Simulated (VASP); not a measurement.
# Ti2Al6H in VASP: single point with PBE+D3(BJ)

Aim: the single point of Ti2Al6H with PBE+D3(BJ).

All numbers are computed with VASP 6.6.1; they aren't measurements. Logs are shortened: lines on timing, memory, paths and dates and some standing lists are left out, and cuts for length are marked.

## 1. The cell of the first run

The cell holds a slab with vacuum, 9 atoms: a = 5.024 Å, b = 5.024 Å, c = 21.219 Å, α = 90.00°, β = 90.00°, γ = 64.55°.

## 2. Single point, PBE+D3(BJ)

File INCAR:

```
SYSTEM = Ti2Al6H
PREC = Accurate
ENCUT = 520
EDIFF = 1E-7
ISMEAR = 0
SIGMA = 0.1
LREAL = .FALSE.
LASPH = .TRUE.
NELM = 100
ALGO = Normal
ISIF = 2
LWAVE = .FALSE.
LCHARG = .FALSE.
LDIPOL = .TRUE.
IDIPOL = 3
DIPOL = 0.5 0.5 0.311
GGA = PE
IVDW = 12
NBANDS = 32
```

File KPOINTS:

```
Automatic mesh
0
G
  6 6 1
  0 0 0
```

File POSCAR:

```
Ti2Al6H
1.0
    5.0241861190      0.0000000000      0.0000000000
    2.1588814530      4.5367033218      0.0000000000
    0.0000000000      0.0000000000     21.2187109014
Al Ti H
6 2 1
Direct
    0.5000000000      0.0000000000      0.1885128658
    0.0000000000      0.5000000000      0.1885128658
    0.0000000000      0.0000000000      0.2517328341
    0.0000000000      0.5000000000      0.3193548961
    0.5000000000      0.0000000000      0.3193548961
    0.5000000000      0.5000000000      0.3826203646
    0.5000000000      0.5000000000      0.2517328341
    0.0000000000      0.0000000000      0.3797002555
    0.5000000000      1.0000000000      0.5145793706
```

Potentials or basis: VASP PAW PBE potentials, release 64 (Al, Ti_sv, H).

Run with:

```bash
cat potpaw_PBE.64/Al/POTCAR potpaw_PBE.64/Ti_sv/POTCAR potpaw_PBE.64/H/POTCAR > POTCAR
mpirun -np 1 vasp_std > vasp.out
```

OUTCAR:

```text
SYSTEM = Ti2Al6H
   PREC = Accurate
   ENCUT = 520
   EDIFF = 1E-7
   ISMEAR = 0
   LREAL = .FALSE.
   LASPH = .TRUE.
   NELM = 100
   ISIF = 2
   GGA = PE
   IVDW = 12
 IVDW          = 12

 ion  position               nearest neighbor table
   1  0.500  0.000  0.189-   2 2.68   2 2.68   5 2.78   7 2.85   7 2.85   3 2.85   3 2.85
   2  0.000  0.500  0.189-   1 2.68   1 2.68   4 2.78   3 2.85   3 2.85   7 2.85   7 2.85
   3  0.000  0.000  0.252-   7 2.68   7 2.68   8 2.72   2 2.85   2 2.85   1 2.85   1 2.85   4 2.89
                             4 2.89   5 2.89   5 2.89
   4  0.000  0.500  0.319-   5 2.68   5 2.68   2 2.78   8 2.82   8 2.82   6 2.85   6 2.85   3 2.89
                             3 2.89   7 2.89   7 2.89
   5  0.500  0.000  0.319-   4 2.68   4 2.68   1 2.78   8 2.82   8 2.82   6 2.85   6 2.85   7 2.89
                             7 2.89   3 2.89   3 2.89
   6  0.500  0.500  0.383-   8 2.68   8 2.68   7 2.78   5 2.85   5 2.85   4 2.85   4 2.85
   7  0.500  0.500  0.252-   3 2.68   3 2.68   6 2.78   1 2.85   1 2.85   2 2.85   2 2.85   5 2.89
                             5 2.89   4 2.89   4 2.89
   8  0.000  0.000  0.380-   6 2.68   6 2.68   3 2.72   4 2.82   4 2.82   5 2.82   5 2.82
   9  0.500  0.000  0.515-

  LATTYP: Found a base centered orthorhombic cell.
 ALAT       =     5.3657849248
 B/A-ratio  =     1.5833231892
 C/A-ratio  =     3.9544467769

  Lattice vectors:

 A1 = (  -2.1588814530,  -4.5367033218,   0.0000000000)
 A2 = (   5.0241861190,   0.0000000000,   0.0000000000)
 A3 = (   0.0000000000,   0.0000000000,  21.2187109014)

Analysis of symmetry for initial positions (statically):
=====================================================================
 Subroutine PRICEL returns:
 Original cell was already a primitive cell.

 Routine SETGRP: Setting up the symmetry group for a
 base centered orthorhombic supercell.

 Subroutine GETGRP returns: Found  2 space group operations
 (whereof  2 operations were pure point group operations)
 out of a pool of  8 trial point group operations.

The static configuration has the point symmetry C_2 .

Analysis of symmetry for dynamics (positions and initial velocities):
=====================================================================
 Subroutine PRICEL returns:
 Original cell was already a primitive cell.

 Routine SETGRP: Setting up the symmetry group for a
 base centered orthorhombic supercell.

 Subroutine GETGRP returns: Found  2 space group operations
 (whereof  2 operations were pure point group operations)
 out of a pool of  8 trial point group operations.

The dynamic configuration has the point symmetry C_2 .

 Subroutine INISYM returns: Found  2 space group operations
 (whereof  2 operations are pure point group operations),
 and found     1 'primitive' translations

----------------------------------------------------------------------------------------

                                     Primitive cell

  volume of cell :     483.6432

  direct lattice vectors                    reciprocal lattice vectors
     5.024186119  0.000000000  0.000000000     0.199037212 -0.094715858  0.000000000
     2.158881453  4.536703322  0.000000000     0.000000000  0.220424376  0.000000000
     0.000000000  0.000000000 21.218710901     0.000000000  0.000000000  0.047128216

  length of vectors
     5.024186119  5.024186119 21.218710901     0.220424376  0.220424376  0.047128216

  position of ions in fractional coordinates (direct lattice)
     0.500000000  0.000000000  0.188512866
     1.000000000  0.500000000  0.188512866
     0.000000000  0.000000000  0.251732834
     1.000000000  0.500000000  0.319354896
     0.500000000  0.000000000  0.319354896
     0.500000000  0.500000000  0.382620365
     0.500000000  0.500000000  0.251732834
     0.000000000  0.000000000  0.379700255
     0.500000000  0.000000000  0.514579371

  ion indices of the primitive-cell ions
   primitive index   ion index
                 1           1
                 2           2
                 3           3
                 4           4
                 5           5
                 6           6
                 7           7
                 8           8
                 9           9

----------------------------------------------------------------------------------------

 KPOINTS: Automatic mesh

Automatic generation of k-mesh.
 Grid dimensions read from file:
 generate k-points for:    6    6    1

 Generating k-lattice:

  Cartesian coordinates                     Fractional coordinates (reciprocal lattice)
     0.033172869 -0.015785976  0.000000000     0.166666667 -0.000000000  0.000000000
     0.000000000  0.036737396  0.000000000     0.000000000  0.166666667  0.000000000
     0.000000000  0.000000000  0.047128216     0.000000000  0.000000000  1.000000000

  Length of vectors
     0.036737396  0.036737396  0.047128216

  Shift w.r.t. Gamma in fractional coordinates (k-lattice)
     0.000000000  0.000000000  0.000000000

 Subroutine IBZKPT returns following result:
 ===========================================

 Found     20 irreducible k-points:

 Following reciprocal coordinates:
            Coordinates               Weight
  0.000000  0.000000  0.000000      1.000000
  0.166667  0.000000  0.000000      2.000000
  0.000000 -0.166667  0.000000      2.000000
  0.333333  0.000000  0.000000      2.000000
  0.000000 -0.333333  0.000000      2.000000
  0.500000  0.000000  0.000000      1.000000
[... 12 lines left out ...]
 -0.333333  0.333333  0.000000      2.000000
  0.500000  0.500000  0.000000      1.000000
   k-points           NKPTS =     20   k-points in BZ     NKDIM =     20   number of bands    NBANDS=     32
   number of dos      NEDOS =    301   number of ions     NIONS =      9
   total plane-waves  NPLWV = 256000
   dimension x,y,z NGX =    40 NGY =   40 NGZ =  160
   dimension x,y,z NGXF=    80 NGYF=   80 NGZF=  320
   ions per type =               6   2   1
   NGX,Y,Z   is equivalent  to a cutoff of  13.24, 13.24, 12.54 a.u.
   NGXF,Y,Z  is equivalent  to a cutoff of  26.47, 26.47, 25.07 a.u.
 SYSTEM =  Ti2Al6H
   PREC   = accura    normal or accurate (medium, high low for compatibility)
   ISTART =      0    job   : 0-new  1-cont  2-samecut
   ICHARG =      2    charge: 1-file 2-atom 10-const
   ISPIN  =      1    spin polarized calculation?
   LNONCOLLINEAR =      F non collinear calculations
   LSORBIT =      F    spin-orbit coupling
   LASPH  =      T    aspherical Exc in radial PAW
   ENCUT  =  520.0 eV  38.22 Ry    6.18 a.u.   9.34  9.34 39.45*2*pi/ulx,y,z
   NELM   =    100;   NELMIN=  2; NELMDL= -5     # of ELM steps
   EDIFF  = 0.1E-06   stopping-criterion for ELM
   LREAL  =      F    real-space projection
   EDIFFG = 0.1E-05   stopping-criterion for IOM
   NSW    =      0    number of steps for IOM
   IBRION =     -1    ionic relax: 0-MD 1-quasi-New 2-CG
   NFREE  =      0    steps in history (QN), initial steepest desc. (CG)
   ISIF   =      2    stress and relaxation
   ISYM   =      2    0-nonsym 1-usesym 2-fastsym
   POTIM  = 0.5000    time-step for ionic-motion
   TEBEG  =    0.0;   TEEND  =   0.0 temperature during run
   PSTRESS=    0.0 pullay stress
   NELECT =      43.0000    total number of electrons
   NUPDOWN=      -1.0000    fix difference up-down
   EMIN   =  10.00;   EMAX   =-10.00  energy-range for DOS
   EFERMI =   0.00;   METHOD = LEGACY
   ISMEAR =     0;   SIGMA  =   0.10  broadening in eV -4-tet -1-fermi 0-gaus
   EFERMI_NEDOS =   21; number of points for ismear=-14 and -15
   IALGO  =     38    algorithm
   IMIX   =      4    mixing-type and parameters
     AMIX     =   0.40;   BMIX     =  1.00
     AMIX_MAG =   1.60;   BMIX_MAG =  1.00
  volume/ion in A,a.u.               =      53.74       362.64
  Fermi-wavevector in a.u.,A,eV,Ry     =   0.730672  1.380770  7.263905  0.533882
  Thomas-Fermi vector in A             =   1.822700
   LORBIT       =      0    0 simple, 1 ext, 2 COOP (PROOUT), +10 PAW based schemes
   GGA     = PE    functional components
   LHFCALC =     F    Hartree Fock is set to
   AEXX    =    0.0000 exact exchange contribution
   IVDW    =    12    specifies the selected vdW correction
   LEPSILON=     F    determine dielectric tensor
   LRPA    =     F    only Hartree local field effects (RPA)
 non-spin polarized calculation
 Gauss-broadening in eV      SIGMA  =   0.10
  energy-cutoff  :      520.00
  volume of cell :      483.64
 maximum number of plane-waves:     13072
 NGX is ok and might be reduce to    40
   NGX = 19   NGY = 19   NGZ = 79

 dipolmoment           0.000000      0.000000     -0.120669 electrons x Angstroem

 number of electron      43.0000009 magnetization

 dipolmoment           0.000000      0.000000      0.245746 electrons x Angstroem

 Free energy of the ion-electron system (eV)
  ---------------------------------------------------
  ext. energy  EPLUGINS =         0.00000000
  ---------------------------------------------------
  free energy    TOTEN  =       -37.08711733 eV

  energy without entropy =      -37.05672929  energy(sigma->0) =      -37.07192331

 E-fermi :  -1.4616     XC(G=0):  -4.0641

 val. band max:       -1.4951160913   @ k =   0.0000  -0.1667   0.0000
 cond. band min:      -1.4491662664   @ k =   0.3333   0.0000   0.0000
 fundamental gap:      0.0459498249
 Fermi energy:        -1.4616027097

 k-point     1 :       0.0000    0.0000    0.0000
  band No.  band energies     occupation
      1     -58.4661      2.00000
      2     -58.0839      2.00000
      3     -34.8723      2.00000
      4     -34.7475      2.00000
      5     -34.6093      2.00000
      6     -34.4953      2.00000
[... 24 lines left out ...]
     31       1.1093      0.00000
     32       1.3644      0.00000
[... 634 lines left out ...]
      2     -58.0838      2.00000
      3     -34.8721      2.00000
      4     -34.7485      2.00000
      5     -34.6097      2.00000
      6     -34.4951      2.00000
[... 24 lines left out ...]
     31       1.7711      0.00000
     32       1.9037      0.00000

------------------------ aborting loop because EDIFF is reached ----------------------------------------

 vacuum level on the upper side and lower side of the slab       (xc-potential included)         0.834        -1.064

 Edisp (eV)   -2.03162

 E8    (eV) :    -0.9666

  FORCE on cell =-STRESS in cart. coord.  units (eV):
  Direction    XX          YY          ZZ          XY          YZ          ZX
  --------------------------------------------------------------------------------------
  -------------------------------------------------------------------------------------
  Total      -5.40785    -3.13419    -3.64271    -1.94057     0.00000     0.00000
  in kB     -17.91472   -10.38270   -12.06731    -6.42859     0.00000     0.00000
  external pressure =      -13.45 kB  Pullay stress =        0.00 kB

 VOLUME and BASIS-vectors are now :
 -----------------------------------------------------------------------------
  energy-cutoff  :      520.00
  volume of cell :      483.64
      direct lattice vectors                 reciprocal lattice vectors
     5.024186119  0.000000000  0.000000000     0.199037212 -0.094715858  0.000000000
     2.158881453  4.536703322  0.000000000     0.000000000  0.220424376  0.000000000
     0.000000000  0.000000000 21.218710901     0.000000000  0.000000000  0.047128216

 POSITION                                       TOTAL-FORCE (eV/Angst)
 -----------------------------------------------------------------------------------
      2.51209      0.00000      4.00000         0.000000      0.000000      0.484532
      1.07944      2.26835      4.00000         0.000000      0.000000      0.511350
      0.00000      0.00000      5.34145        -0.000000      0.000000     -0.575614
      1.07944      2.26835      6.77630         0.000000      0.000000      0.053003
      2.51209      0.00000      6.77630        -0.000000      0.000000     -0.144045
      3.59153      2.26835      8.11871        -0.000000      0.000000      0.283191
      3.59153      2.26835      5.34145         0.000000      0.000000     -0.453512
      0.00000      0.00000      8.05675         0.000000      0.000000      0.715258
      2.51209      0.00000     10.91871         0.000000      0.000000     -0.874162
 -----------------------------------------------------------------------------------
    total drift:                                0.000000      0.000000     -0.000128

  FREE ENERGIE OF THE ION-ELECTRON SYSTEM (eV)
  ---------------------------------------------------
  free  energy   TOTEN  =       -39.1187368170 eV

  energy  without entropy=      -39.0883487794  energy(sigma->0) =      -39.10354280

 vacuum level on the upper side and lower side of the slab         4.607         2.656
```

It took 5.5 min on 1 thread of AMD EPYC 9R45 (Zen 5), shared host; peak memory 0.66 GiB.

What came out:

```
Free energy                : -39.1187 eV
Largest force              : 0.874 eV/Å
Band gap on the k mesh     : zero (an odd number of electrons rules out a gap without spin polarisation)
Dispersion energy per atom : -0.226 eV
```

Forces in eV/Å, atoms in the order of the input:
```
Al   0.000  0.000  0.485
Al   0.000  0.000  0.511
Al   0.000  0.000 -0.576
Al   0.000  0.000  0.053
Al   0.000  0.000 -0.144
Al   0.000  0.000  0.283
Ti   0.000  0.000 -0.454
Ti   0.000  0.000  0.715
H    0.000  0.000 -0.874
```

Levels at points of the mesh, in eV from the Fermi level:
| k point | band 18 | band 19 | band 20 | band 21 | band 22 | band 23 | band 24 | band 25 |
| --- | --- | --- | --- | --- | --- | --- | --- | --- |
| (0.00, 0.00, 0.00) | -1.15 | -1.10 | -1.03 | -0.46 | -0.20 | -0.18 | 0.61 | 0.82 |
| (0.50, 0.00, 0.00) | -0.80 | -0.65 | -0.28 | -0.11 | 0.17 | 0.26 | 0.77 | 0.98 |
| (0.00, 0.50, 0.00) | -0.65 | -0.54 | -0.38 | -0.17 | -0.09 | 0.28 | 0.77 | 0.93 |
| (0.50, 0.50, 0.00) | -0.78 | -0.40 | -0.38 | 0.15 | 0.28 | 0.51 | 0.62 | 0.67 |

The gap in the log of VASP goes by the Fermi energy; the results here count the filled bands.